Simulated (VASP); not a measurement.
Runs of VASP 6.6.1 on InGaO2. The structure is that of space group Pmmm (No. 47), or close to it. The cells are those of the table. 

| task | spin | cell | k mesh | gap on the mesh (eV) | pressure (GPa) | largest force (eV/Å) |
| --- | --- | --- | --- | --- | --- | --- |
| relaxation of cell and atoms | off | relaxed from a = 3.161, b = 3.522, c = 5.706 Å, 4 atoms | 6 × 6 × 4 | none | 0.0 | 0.02 |
| single point | off | a = 3.161, b = 3.522, c = 5.706 Å, 4 atoms | 6 × 6 × 4 | none | -4.4 | 1.70 |
| single point | collinear, ferromagnetic start | a = 2.851, b = 3.743, c = 6.107 Å, 4 atoms | 6 × 4 × 4 | none | 0.1 | 0.05 |
| single point | off | a = 2.851, b = 3.743, c = 6.107 Å, 4 atoms | 6 × 6 × 4 | none | 0.1 | (a) |

Alike in all rows: level PBE; potentials or basis VASP PAW PBE potentials, release 64 (In_d, Ga_d, O); cutoff (eV) 600; smearing gaussian 0.1 eV.

Question: Fill in the values left out.

Answer: (a) 0.04.

Caveats: some runs use coarse meshes; spin-orbit coupling is left out, which moves the levels of the heavy elements; forces of over 1 eV/Å act on the atoms, so gaps and moduli don't describe the material at rest (some runs).

A k mesh can miss the band edges, and the runs leave out spin-orbit coupling on Ga, In.

A gap of «none» marks levels without a gap at the run's occupations.
